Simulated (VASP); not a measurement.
The system is H2Os.

```
CELL_PARAMETERS angstrom
2.07029 -2.11044 0.00000
2.07029 2.11044 0.00000
0.00000 0.00000 5.05996
ATOMIC_POSITIONS crystal
H 0.82381 0.17619 0.50000
H 0.17619 0.82381 0.50000
Os 0.50000 0.50000 0.50000
```

The cell was generated, and may not be a known phase.

- Program: VASP 6.6.1
- Task: relaxation of cell and atoms
- Functional: PBE
- Potentials or basis: VASP PAW PBE potentials, release 64 (H, Os)
- Cutoff: 600 eV
- k mesh: 6 × 6 × 4
- Occupations: gaussian, width 0.1 eV
- Spin: no spin polarisation

At the start: pressure 19.9 GPa; volume 14.74 Å³/atom.

Question: Where does the relaxation end?

Answer: Over 63 steps the energy falls by 1676.1 meV/atom and the volume is 7.61 Å³/atom (-48.4 %); space group Cmmm (No. 65, to 0.1 Å) before and after.

Step by step:
| step | energy change (eV) | largest force (eV/Å) | pressure (GPa) | volume (Å³) |
| --- | --- | --- | --- | --- |
| 1 | 0.0000 | 9.8291 | 19.92 | 44.22 |
| 3 | -2.3915 | 1.2964 | -13.36 | 48.70 |
| 5 | -2.5058 | 0.9467 | -5.68 | 46.16 |
| 7 | -2.5921 | 0.0547 | -9.05 | 46.90 |
| 9 | -3.0196 | 0.3251 | -2.01 | 42.13 |
| 11 | -3.0728 | 0.4671 | 2.57 | 40.43 |
| 13 | -3.1642 | 0.7166 | 0.29 | 40.50 |
| 15 | -3.2103 | 0.0196 | -1.77 | 40.76 |
| 17 | -3.2214 | 0.1460 | 0.71 | 39.45 |
| 19 | -3.2437 | 0.0429 | 0.71 | 38.12 |
| 21 | -3.2778 | 0.9800 | 7.86 | 31.70 |
| 23 | -3.2958 | 0.8132 | 5.33 | 32.90 |
| 25 | -3.3037 | 0.8259 | 5.28 | 32.68 |
| 27 | -3.3344 | 0.8645 | 5.42 | 31.64 |
| 29 | -3.5038 | 0.8960 | 12.16 | 27.06 |
| 31 | -3.5765 | 0.6923 | 13.85 | 26.27 |
| 33 | -3.7188 | 0.1114 | 31.15 | 23.12 |
| 35 | -3.7381 | 0.1450 | 30.70 | 23.10 |
| 37 | -3.8958 | 0.2752 | 24.69 | 23.34 |
| 39 | -4.3028 | 0.6561 | 5.15 | 24.29 |
| 41 | -4.4236 | 0.9423 | -9.08 | 25.26 |
| 43 | -4.4468 | 0.9211 | -7.76 | 25.06 |
| 45 | -4.5934 | 0.7220 | 1.28 | 23.73 |
| 47 | -4.6391 | 0.5415 | 10.04 | 22.86 |
| 49 | -4.7742 | 0.3690 | 5.60 | 23.21 |
| 51 | -4.7813 | 0.3490 | 5.01 | 23.33 |
| 53 | -4.8675 | 0.1508 | -7.08 | 24.58 |
| 55 | -4.9145 | 0.2026 | -0.67 | 23.72 |
| 57 | -4.9512 | 0.2858 | 1.56 | 23.24 |
| 59 | -5.0223 | 0.1286 | -2.18 | 23.14 |
| 61 | -5.0264 | 0.1074 | -0.72 | 22.95 |
| 63 | -5.0283 | 0.0270 | 0.25 | 22.82 |

Final structure:
```
H Os
1.0
     1.54105   -2.96212    0.00000
     1.54105    2.96212    0.00000
     0.00000    0.00000    2.49937
H Os
2 1
Direct
  0.82693 0.17307 0.50000
  0.17307 0.82693 0.50000
  0.50000 0.50000 0.50000
```

Caveat: the volume moved by over 15 % at a fixed basis, so the end points are rough.
